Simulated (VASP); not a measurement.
# Bi2Te3 in VASP: a series of runs

Aim: see how the results for Bi2Te3 move with the level of theory and the settings. Levels: PBE, PBE+D3(BJ). Tasks: single point.

Program: VASP 6.6.1. These are calculated values, not measurements. Logs are shortened: lines on timing, memory, paths and dates and some standing lists are left out, and cuts for length are marked.

**Measured values to compare with.**

“Vacancy and Antisite-Induced Ferromagnetism in Liquid-Phase Exfoliated Bi2Te3”, 2024, arxiv:2412.10539 quotes, for a bulk crystal of Bi2Te3: band gap 0.17 eV.

The results are compared with them further down.

## Step 1: The cell of the first run

The typed cell holds 5 atoms: a = 10.476 Å, b = 10.476 Å, c = 10.476 Å, α = 24.17°, β = 24.17°, γ = 24.17°.

## Step 2: Single point, PBE (atoms moved at random)

File INCAR:

```
SYSTEM = Bi2Te3
ALGO = Normal ; EDIFF = 1E-7
ENCUT = 520 ; GGA = PE
ISIF = 2 ; ISMEAR = -1
LASPH = .True. ; LCHARG = .False.
LREAL = .False. ; LWAVE = .False.
NBANDS = 32 ; NELM = 60
PREC = Accurate ; SIGMA = 0.05
```

File KPOINTS:

```
k-points
0
Gamma
  7 7 7
  0 0 0
```

File POSCAR:

```
Bi2Te3
1.0
    2.1930000000      1.2661291403     10.1656666667
   -2.1930000000      1.2661291403     10.1656666667
    0.0000000000     -2.5322582807     10.1656666667
Bi Te
2 3
Direct
    0.6053920000      0.6019640000      0.5934390000
    0.3995250000      0.4038230000      0.3970330000
    0.7946950000      0.7851570000      0.7925540000
    0.2116570000      0.2085570000      0.2061240000
    0.0036430000      0.0033800000     -0.0061640000
```

Potentials or basis: VASP PAW PBE potentials, release 64 (Bi_d, Te).

Started as:

```console
> cat potpaw_PBE.64/Bi_d/POTCAR potpaw_PBE.64/Te/POTCAR > POTCAR
> mpirun -np 1 vasp_std > vasp.out
```

OUTCAR:

```text
SYSTEM = Bi2Te3
   EDIFF = 1E-7
   ENCUT = 520
   GGA = PE
   ISIF = 2
   ISMEAR = -1
   LASPH = .True.
   LREAL = .False.
   NELM = 60
   PREC = Accurate

 ion  position               nearest neighbor table
   1  0.605  0.602  0.593-   4 3.08   4 3.09   4 3.10   5 3.24   5 3.25   5 3.25
   2  0.400  0.404  0.397-   3 3.06   3 3.06   3 3.11   5 3.23   5 3.24   5 3.26
   3  0.795  0.785  0.793-   2 3.06   2 3.06   2 3.11   4 3.60   4 3.62   4 3.63
   4  0.212  0.209  0.206-   1 3.08   1 3.09   1 3.10   3 3.60   3 3.62   3 3.63
   5  0.004  0.003  0.994-   2 3.23   2 3.24   1 3.24   1 3.25   1 3.25   2 3.26

  LATTYP: Found a trigonal (rhomboedric) cell.
 ALAT       =    10.4763118882
 COS(alpha) =     0.9123624111

  Lattice vectors:

 A1 = (   2.1930000000,   1.2661291403,  10.1656666667)
 A2 = (  -2.1930000000,   1.2661291403,  10.1656666667)
 A3 = (   0.0000000000,  -2.5322582807,  10.1656666667)

Analysis of symmetry for initial positions (statically):
=====================================================================
 Subroutine PRICEL returns:
 Original cell was already a primitive cell.

 Routine SETGRP: Setting up the symmetry group for a
 trigonal (rhombohedral) supercell.

 Subroutine GETGRP returns: Found  1 space group operations
 (whereof  1 operations were pure point group operations)
 out of a pool of 12 trial point group operations.

The static configuration has the point symmetry C_1 .

Analysis of symmetry for dynamics (positions and initial velocities):
=====================================================================
 Subroutine PRICEL returns:
 Original cell was already a primitive cell.

 Routine SETGRP: Setting up the symmetry group for a
 trigonal (rhombohedral) supercell.

 Subroutine GETGRP returns: Found  1 space group operations
 (whereof  1 operations were pure point group operations)
 out of a pool of 12 trial point group operations.

The dynamic configuration has the point symmetry C_1 .

 Subroutine INISYM returns: Found  1 space group operations
 (whereof  1 operations are pure point group operations),
 and found     1 'primitive' translations

----------------------------------------------------------------------------------------

                                     Primitive cell

[... 94 lines left out ...]
   ENCUT  =  520.0 eV  38.22 Ry    6.18 a.u.  19.48 19.48 19.48*2*pi/ulx,y,z
   NELM   =     60;   NELMIN=  2; NELMDL= -5     # of ELM steps
   EDIFF  = 0.1E-06   stopping-criterion for ELM
   LREAL  =      F    real-space projection
   EDIFFG = 0.1E-05   stopping-criterion for IOM
   NSW    =      0    number of steps for IOM
   IBRION =     -1    ionic relax: 0-MD 1-quasi-New 2-CG
   NFREE  =      0    steps in history (QN), initial steepest desc. (CG)
   ISIF   =      2    stress and relaxation
   ISYM   =      2    0-nonsym 1-usesym 2-fastsym
   POTIM  = 0.5000    time-step for ionic-motion
   TEBEG  =    0.0;   TEEND  =   0.0 temperature during run
   PSTRESS=    0.0 pullay stress
   NELECT =      48.0000    total number of electrons
   NUPDOWN=      -1.0000    fix difference up-down
   EMIN   =  10.00;   EMAX   =-10.00  energy-range for DOS
   EFERMI =   0.00;   METHOD = LEGACY
   ISMEAR =    -1;   SIGMA  =   0.05  broadening in eV -4-tet -1-fermi 0-gaus
   EFERMI_NEDOS =   21; number of points for ismear=-14 and -15
   IALGO  =     38    algorithm
   IMIX   =      4    mixing-type and parameters
     AMIX     =   0.40;   BMIX     =  1.00
     AMIX_MAG =   1.60;   BMIX_MAG =  1.00
  volume/ion in A,a.u.               =      33.87       228.58
  Fermi-wavevector in a.u.,A,eV,Ry     =   1.075360  2.032136 15.733774  1.156400
  Thomas-Fermi vector in A             =   2.211215
   LORBIT       =      0    0 simple, 1 ext, 2 COOP (PROOUT), +10 PAW based schemes
   GGA     = PE    functional components
   LHFCALC =     F    Hartree Fock is set to
   AEXX    =    0.0000 exact exchange contribution
   IVDW    =     0    specifies the selected vdW correction
   LEPSILON=     F    determine dielectric tensor
   LRPA    =     F    only Hartree local field effects (RPA)
 non-spin polarized calculation
  energy-cutoff  :      520.00
  volume of cell :      169.36
 maximum number of plane-waves:      4577
 NGX is ok and might be reduce to    80
   NGX = 39   NGY = 39   NGZ = 39

 number of electron      48.0000003 magnetization

 Free energy of the ion-electron system (eV)
  ---------------------------------------------------
  ext. energy  EPLUGINS =         0.00000000
  ---------------------------------------------------
  free energy    TOTEN  =       -18.32958854 eV

  energy without entropy =      -18.32942169  energy(sigma->0) =      -18.32950512

 E-fermi :   6.3755     XC(G=0):  -9.3328

 val. band max:        6.2298029576   @ k =   0.0000   0.0000   0.0000
 cond. band min:       6.5170884242   @ k =   0.0000   0.0000   0.0000
 fundamental gap:      0.2872854665
 Fermi energy:         6.3755197743

 k-point     1 :       0.0000    0.0000    0.0000
  band No.  band energies     occupation
      1     -16.9943      2.00000
      2     -16.9938      2.00000
      3     -16.9883      2.00000
      4     -16.9880      2.00000
      5     -16.9862      2.00000
      6     -16.9821      2.00000
[... 829 lines left out ...]
     31      10.4677      0.00000
     32      11.1340      0.00000

 [... further k-points ...]

------------------------ aborting loop because EDIFF is reached ----------------------------------------

  FORCE on cell =-STRESS in cart. coord.  units (eV):
  Direction    XX          YY          ZZ          XY          YZ          ZX
  --------------------------------------------------------------------------------------
  -------------------------------------------------------------------------------------
  Total        1.8652611      1.9468871      1.5909918      0.0674670      0.0779554     -0.1334960
  in kB       17.6460078     18.4182179     15.0513260      0.6382608      0.7374848     -1.2629180
  external PRESSURE =      17.0385173 kB  Pullay stress =       0.0000000 kB

 VOLUME and BASIS-vectors are now :
 -----------------------------------------------------------------------------
  energy-cutoff  :      520.00
  volume of cell :      169.36
      direct lattice vectors                 reciprocal lattice vectors
     2.193000000  1.266129140 10.165666667     0.227998176  0.131634808  0.032790111
    -2.193000000  1.266129140 10.165666667    -0.227998176  0.131634808  0.032790111
     0.000000000 -2.532258281 10.165666667     0.000000000 -0.263269617  0.032790111

 POSITION                                       TOTAL-FORCE (eV/Angst)
 -----------------------------------------------------------------------------------
      0.00752      0.02593     18.30628        -0.023925     -0.025371     -0.164652
     -0.00943      0.01175     12.20267         0.071087     -0.023328      0.063503
      0.02092     -0.00665     24.11709        -0.090374      0.069442     -0.060749
      0.00680      0.01009      6.36714         0.013784      0.035074      0.193587
      0.00058     -2.50776     10.17440         0.029427     -0.055818     -0.031690
 -----------------------------------------------------------------------------------
    total drift:                                0.000017     -0.000009     -0.000454

  FREE ENERGIE OF THE ION-ELECTRON SYSTEM (eV)
  ---------------------------------------------------
  free  energy   TOTEN  =       -18.3295885426 eV

  energy  without entropy=      -18.3294216913  energy(sigma->0) =      -18.32950512
```

It took 42 min on 1 thread of AMD EPYC 9R45 (Zen 5), shared host; peak memory 1.4 GiB.

What came out:

| Quantity | Value |
| --- | --- |
| Free energy | -18.3296 eV |
| Pressure | 1.7 GPa |
| Largest force | 0.197 eV/Å |
| Band gap on the k mesh | 0.29 eV |

Forces in eV/Å, atoms in the order of the input:
```
Bi  -0.024 -0.025 -0.165
Bi   0.071 -0.023  0.064
Te  -0.090  0.069 -0.061
Te   0.014  0.035  0.194
Te   0.029 -0.056 -0.032
```

Caveat: the cell differs from its parent crystal (atoms moved at random); spin-orbit coupling is left out, which moves the levels of the heavy elements.

## Step 3: Single point, PBE+D3(BJ)

This run uses another cell than the first one, of 33.67 Å³/atom.

File INCAR:

```
SYSTEM = Bi2Te3
PREC = Accurate
ENCUT = 520
EDIFF = 1E-6
ISMEAR = -1
SIGMA = 0.05
LREAL = .False.
LASPH = .True.
NELM = 80
ALGO = Normal
ISIF = 2
LWAVE = .False.
LCHARG = .False.
GGA = PE
IVDW = 12
NBANDS = 32
```

File KPOINTS:

```
Automatic mesh
0
Gamma
  7 7 7
  0 0 0
```

File POSCAR:

```
Bi2Te3
1.0
    2.1923140578      1.2657331114     10.1107078396
   -2.1923140578      1.2657331114     10.1107078396
    0.0000000000     -2.5314662228     10.1107078396
Bi Te
2 3
Direct
    0.5999053321      0.5999053321      0.5999053321
    0.4000946679      0.4000946679      0.4000946679
    0.7905607507      0.7905607507      0.7905607507
    0.2094392493      0.2094392493      0.2094392493
    0.0000000000      0.0000000000      0.0000000000
```

Potentials or basis: VASP PAW PBE potentials, release 64 (Bi_d, Te).

Started as:

```console
> cat potpaw_PBE.64/Bi_d/POTCAR potpaw_PBE.64/Te/POTCAR > POTCAR
> mpirun -np 1 vasp_std > vasp.out
```

It took 38 min on 1 thread of Intel Xeon 8259CL, shared host; peak memory 0.98 GiB.

The run converged. Its results:

* Free energy: -20.5750 eV
* Pressure: 0.0 GPa
* Largest force: 0.022 eV/Å
* Band gap on the k mesh: 0.26 eV
* Dispersion energy per atom: -0.450 eV

Forces on the atoms (eV/Å):
```
Bi   0.000  0.000  0.012
Bi   0.000  0.000 -0.012
Te   0.000  0.000  0.022
Te   0.000  0.000 -0.022
Te   0.000  0.000  0.000
```

Levels at points of the mesh, in eV from the valence-band top:
```
           k point  band 20  band 21  band 22  band 23  band 24  band 25  band 26  band 27  band 28  band 29
(0.00, 0.00, 0.00)    -1.75    -1.75    -0.90    -0.90     0.00     0.26     0.62     0.62     1.94     2.11
```

Caveat: spin-orbit coupling is left out, which moves the levels of the heavy elements.

## Step 4: Against experiment

Step 3. A measured gap of Bi2Te3 is 0.17 eV (quoted in “Vacancy and Antisite-Induced Ferromagnetism in Liquid-Phase Exfoliated Bi2Te3”, 2024, arxiv:2412.10539); the calculated 0.26 eV misses it by +0.09 eV. Spin-orbit coupling on Bi, Te is left out. The value is that of PBE+D3(BJ) on a finite k mesh, which can miss the band edges, without temperature or zero-point motion.
